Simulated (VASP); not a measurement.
# MoS2 (P6_3/mmc) in VASP: further runs, part 2 of 2

VASP 6.6.1.

## Step 3: Vibrations by perturbation theory, LDA

This run uses another cell than the first one, of 16.99 Å³/atom.

INCAR

```
PREC = Accurate
ENCUT = 520
EDIFF = 1E-8
ISMEAR = 0
SIGMA = 0.01
LREAL = F
LASPH = T
NELM = 60
ALGO = Normal
ISIF = 2
LWAVE = F
LCHARG = T
NBANDS = 35
IBRION = 8
NSW = 1
```

KPOINTS

```
regular mesh
0
Gamma
  8 8 2
```

POSCAR

```
MoS2
1.0
    3.1221734778      0.0000000000      0.0000000000
   -1.5610867389      2.7038815468      0.0000000000
    0.0000000000      0.0000000000     12.0749797411
Mo S
2 4
Direct
    0.3333333333      0.6666666667      0.2500000000
    0.6666666667      0.3333333333      0.7500000000
    0.3333333333      0.6666666667      0.6212821660
    0.6666666667      0.3333333333      0.1212821660
    0.3333333333      0.6666666667      0.8787178340
    0.6666666667      0.3333333333      0.3787178340
```

Potentials or basis: VASP PAW LDA potentials, release 64 (Mo_sv, S).

On the command line:

```
$ cat potpaw_LDA.64/Mo_sv/POTCAR potpaw_LDA.64/S/POTCAR > POTCAR
$ mpirun -np 1 vasp_std > vasp.out
```

OUTCAR:

```text
PREC = Accurate
   ENCUT = 520
   EDIFF = 1E-8
   ISMEAR = 0
   LREAL = F
   LASPH = T
   NELM = 60
   ISIF = 2
   IBRION = 8
   NSW = 1

 ion  position               nearest neighbor table
   1  0.333  0.667  0.250-   4 2.38   6 2.38   4 2.38   6 2.38   4 2.38   6 2.38
   2  0.667  0.333  0.750-   3 2.38   5 2.38   3 2.38   5 2.38   3 2.38   5 2.38
   3  0.333  0.667  0.621-   2 2.38   2 2.38   2 2.38
   4  0.667  0.333  0.121-   1 2.38   1 2.38   1 2.38
   5  0.333  0.667  0.879-   2 2.38   2 2.38   2 2.38
   6  0.667  0.333  0.379-   1 2.38   1 2.38   1 2.38

  LATTYP: Found a hexagonal cell.
 ALAT       =     3.1221734778
 C/A-ratio  =     3.8674916134
[... 1029 lines left out ...]
  1Z     0.000000    0.000000  -31.657727    0.000000    0.000000    0.241201    0.000000    0.000000   -0.085753    0.000000    0.000000   15.794015    0.000000   -0.000000   -0.085753   -0.000000    0.000000   15.794015
  2X     0.052423    0.000000    0.000000  -21.455573    0.000000    0.000000   10.637341    0.000000    0.000000    0.064234    0.000000    0.000000   10.637341    0.000000    0.000000    0.064234    0.000000    0.000000
  2Y     0.000000    0.052423   -0.000000    0.000000  -21.455573   -0.000000    0.000000   10.637341    0.000000    0.000000    0.064234    0.000000    0.000000   10.637341    0.000000    0.000000    0.064234   -0.000000
  2Z     0.000000    0.000000    0.241201    0.000000    0.000000  -31.657727   -0.000000    0.000000   15.794015    0.000000   -0.000000   -0.085753    0.000000    0.000000   15.794015    0.000000    0.000000   -0.085753
  3X     0.059282    0.000000   -0.000000   10.627752    0.000000    0.000000  -10.295985    0.000000    0.000000   -0.035193    0.000000    0.000000   -0.428945    0.000000   -0.000000    0.073090    0.000000   -0.000000
  3Y     0.000000    0.059282    0.000000    0.000000   10.627752    0.000000    0.000000  -10.295985   -0.000000    0.000000   -0.035193    0.000000    0.000000   -0.428945    0.000000    0.000000    0.073090   -0.000000
  3Z     0.000000   -0.000000    0.038735    0.000000    0.000000   15.650305    0.000000    0.000000  -17.991955    0.000000    0.000000    0.085691    0.000000   -0.000000    1.912919   -0.000000   -0.000000    0.304304
  4X    10.627752    0.000000    0.000000    0.059282    0.000000    0.000000   -0.035193    0.000000    0.000000  -10.295985    0.000000    0.000000    0.073090   -0.000000    0.000000   -0.428945    0.000000    0.000000
  4Y     0.000000   10.627752    0.000000   -0.000000    0.059282    0.000000    0.000000   -0.035193    0.000000    0.000000  -10.295985    0.000000    0.000000    0.073090    0.000000    0.000000   -0.428945    0.000000
  4Z     0.000000    0.000000   15.650305    0.000000    0.000000    0.038735    0.000000    0.000000    0.085691    0.000000    0.000000  -17.991955    0.000000   -0.000000    0.304304    0.000000   -0.000000    1.912919
  5X     0.059282    0.000000    0.000000   10.627752    0.000000    0.000000   -0.428945    0.000000    0.000000    0.073090   -0.000000    0.000000  -10.295985    0.000000    0.000000   -0.035193    0.000000    0.000000
  5Y    -0.000000    0.059282    0.000000    0.000000   10.627752    0.000000    0.000000   -0.428945    0.000000    0.000000    0.073090    0.000000    0.000000  -10.295985    0.000000    0.000000   -0.035193    0.000000
  5Z     0.000000    0.000000    0.038735    0.000000    0.000000   15.650305    0.000000   -0.000000    1.912919    0.000000   -0.000000    0.304304    0.000000    0.000000  -17.991955    0.000000    0.000000    0.085691
  6X    10.627752    0.000000    0.000000    0.059282    0.000000   -0.000000    0.073090    0.000000   -0.000000   -0.428945    0.000000   -0.000000   -0.035193    0.000000    0.000000  -10.295985    0.000000    0.000000
  6Y     0.000000   10.627752    0.000000    0.000000    0.059282    0.000000    0.000000    0.073090   -0.000000    0.000000   -0.428945    0.000000    0.000000   -0.035193    0.000000    0.000000  -10.295985   -0.000000
  6Z     0.000000    0.000000   15.650305    0.000000   -0.000000    0.038735   -0.000000   -0.000000    0.304304    0.000000   -0.000000    1.912919    0.000000    0.000000    0.085691    0.000000    0.000000  -17.991955

 Eigenvectors and eigenvalues of the dynamical matrix
 ----------------------------------------------------

   1 f  =   14.282028 THz    89.736626 2PiTHz  476.397162 cm-1    59.065694 meV
             X         Y         Z           dx          dy          dz
     -0.000000  1.802588  3.018745     0.000000    0.000000   -0.441580
      1.561087  0.901294  9.056235    -0.000000   -0.000000    0.441580
     -0.000000  1.802588  7.501970     0.000000    0.000000   -0.390517
      1.561087  0.901294  1.464480    -0.000000   -0.000000    0.390517
     -0.000000  1.802588 10.610500     0.000000    0.000000   -0.390517
      1.561087  0.901294  4.573010    -0.000000   -0.000000    0.390517
[... 145 lines left out ...]
  18 f/i=    0.004239 THz     0.026635 2PiTHz    0.141401 cm-1     0.017531 meV
             X         Y         Z           dx          dy          dz
     -0.000000  1.802588  3.018745     0.000000   -0.000000    0.547294
      1.561087  0.901294  9.056235     0.000000   -0.000000    0.547294
     -0.000000  1.802588  7.501970     0.000000   -0.000000    0.316599
      1.561087  0.901294  1.464480     0.000000   -0.000000    0.316599
     -0.000000  1.802588 10.610500     0.000000   -0.000000    0.316599
      1.561087  0.901294  4.573010     0.000000   -0.000000    0.316599

--------------------------------------------------------------------------------------------------------

 ELASTIC MODULI CONTR FROM IONIC RELAXATION (kBar)
 Direction    XX          YY          ZZ          XY          YZ          ZX
 --------------------------------------------------------------------------------
 XX        -437.0522   -278.7410   -980.8663      0.0000      0.0000      0.0000
 YY        -278.7410   -437.0522   -980.8663     -0.0000     -0.0000      0.0000
 ZZ        -980.8663   -980.8663  -2688.2031     -0.0000     -0.0000      0.0000
 XY           0.0000     -0.0000     -0.0000    -79.1556     -0.0000     -0.0000
 YZ           0.0000      0.0000     -0.0000     -0.0000  -1458.9365      0.0000
 ZX           0.0000      0.0000      0.0000     -0.0000      0.0000  -1155.7870
 --------------------------------------------------------------------------------
```

OSZICAR:

```text
N       E                     dE             d eps       ncg     rms          rms(c)
DAV:   1     0.466043014903E+03    0.46604E+03   -0.29053E+04  1520   0.142E+03
DAV:   2    -0.251613359787E+02   -0.49120E+03   -0.47457E+03  1628   0.385E+02
DAV:   3    -0.512785902098E+02   -0.26117E+02   -0.25641E+02  1728   0.792E+01
DAV:   4    -0.518023958697E+02   -0.52381E+00   -0.52222E+00  1668   0.109E+01
[... 178 lines left out ...]
RMM:  56    -0.148812369114E+00   -0.10919E-08    0.13301E-06  1525   0.911E-05    0.947E-07
RMM:  57    -0.148812371405E+00   -0.22907E-08    0.18764E-06  1524   0.911E-05    0.210E-07
RMM:  58    -0.148812370718E+00    0.68701E-09    0.12418E-06  1522   0.911E-05    0.995E-07
RMM:  59    -0.148812366823E+00    0.38950E-08    0.15415E-06  1519   0.911E-05    0.968E-07
RMM:  60    -0.148812371513E+00   -0.46900E-08    0.13034E-06  1519   0.914E-05    0.105E-06
 Linear response finished
```

Wall time 31 min (1 thread of Intel Xeon Platinum 8259CL at 2.50GHz (Skylake/Cascade Lake), shared host); peak memory 0.6 GiB.

What came out:

```yaml
Highest_phonon_frequency_at_Γ_LO-TO_splitting_left_out: 476 cm⁻¹
```

Phonon frequencies in cm⁻¹ (negative: imaginary):
```tsv
q point	frequencies
(0.000, 0.000, 0.000)	0 0 0 36 36 56 288 288 291 291 389 389 389 389 409 413 471 476
```
